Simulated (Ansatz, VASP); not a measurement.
# Fe: VASP beside Ansatz

File INCAR:

```
ALGO = Normal
EDIFF = 1E-6
ENCUT = 520
GGA = RE
ISIF = 2
ISMEAR = -1
LASPH = True
LCHARG = False
LREAL = False
LWAVE = False
NBANDS = 19
NELM = 80
PREC = Accurate
SIGMA = 0.1
```

File KPOINTS:

```
k-points
0
Gamma
  11 11 14
```

Contents of POSCAR:

```
Fe
1.0
    3.7723635166      0.0000000000      0.0000000000
   -1.8861817583      3.2669626377      0.0000000000
    0.0000000000      0.0000000000      2.3710643213
Fe
3
Direct
    0.0000000000      0.0000000000      0.0000000000
    0.3333333333      0.6666666667      0.5000000000
    0.6666666667      0.3333333333      0.5000000000
```

Input for Ansatz:

```yaml
crystal:
  lattice:
    - [3.7723635166, 0.0, 0.0]
    - [-1.8861817583, 3.2669626377, 0.0]
    - [0.0, 0.0, 2.3710643213]
  atoms:
    - { symbol: Fe, position: [0.0, 0.0, 0.0] }
    - { symbol: Fe, position: [0.3333333333, 0.6666666667, 0.5] }
    - { symbol: Fe, position: [0.6666666667, 0.3333333333, 0.5] }
hamiltonian:
  xc: revpbe
  pseudopotentials:
    kind: paw
    azcp:
      Fe: "pseudopotentials/Fe.paw.azcp"
basis:
  ecutwfc: 420
  fft_grid_basis: typed
kpoints:
  mp_grid: { grid: [11, 11, 14], shift: [0, 0, 0] }
magnetization:
  spin_polarized: false
scf:
  occupations: { method: fermi_dirac, width: 0.1 }
  lower_state_search: "off"
output:
  stress: true
```

Alike in both runs: task single point; functional revPBE; k mesh 11 × 11 × 14; occupations fermi-dirac, width 0.1 eV; no spin polarisation.

```csv
,VASP,Ansatz
version,VASP 6.6.1,Ansatz 0.2.0
potentials or method,"VASP PAW PBE potentials, release 64 (Fe), cutoff 520 eV","plane waves (420 eV) with PAW, scalar-relativistic"
valence electrons in the cell,24,48
```

VASP gave:

- pressure (GPa): 25.3
- traceless stress, the component that is largest in VASP (GPa): -1.77

Estimate Ansatz's values.

pressure (GPa): 26.3; traceless stress, the component that is largest in VASP (GPa): -1.96.

VASP's potentials were made for PBE, not for revPBE. VASP's potentials hold 24 valence electrons a cell and Ansatz's 48, so a difference there can come from the potentials and not from the codes.
